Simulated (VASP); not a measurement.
Crystal: RuBr2.

```
Ru Br
1.0
     3.69925    0.00000    0.00000
    -1.84963    3.20364    0.00000
     0.00000    0.00000    5.76063
Ru Br
1 2
Direct
  0.00000 0.00000 0.00000
  0.33333 0.66667 0.22140
  0.66667 0.33333 0.77860
```

- Program: VASP 6.6.1
- Task: relaxation of shape and atoms at fixed volume
- Functional: PBEsol
- Potentials or basis: VASP PAW PBE potentials, release 64 (Ru_pv, Br)
- Cutoff: 600 eV
- k mesh: 10 × 10 × 6
- Occupations: gaussian, width 0.05 eV
- Spin: no spin polarisation

At the start: pressure 1.9 GPa; volume 22.76 Å³/atom.

Question: How do energy, volume and symmetry change on relaxing?

Answer: Over 6 steps the energy falls by 2.6 meV/atom; space group P-3m1 (No. 164, to 0.1 Å) before and after.

Step by step:
```csv
step,energy change (eV),largest force (eV/Å),pressure (GPa),volume (Å³)
1,0.0000,0.2333,1.93,68.27
2,-0.0049,0.1189,1.22,68.27
3,-0.0072,0.0352,0.28,68.27
4,-0.0072,0.0278,0.32,68.27
5,-0.0077,0.0127,0.27,68.27
6,-0.0078,0.0029,0.23,68.27
```

Final structure:
```
Ru Br
1.0
     3.72249    0.00000    0.00000
    -1.86125    3.22377    0.00000
     0.00000    0.00000    5.68893
Ru Br
1 2
Cartesian
  0.0000 0.0000 0.0000
  0.0000 2.1492 1.2843
  1.8612 1.0746 4.4046
```

Caveat: the PAW data sets were made with another functional, which shifts forces and pressure a little; this functional lacks dispersion, which binds layers or chains, so the pressure and a relaxed spacing across them are unreliable.
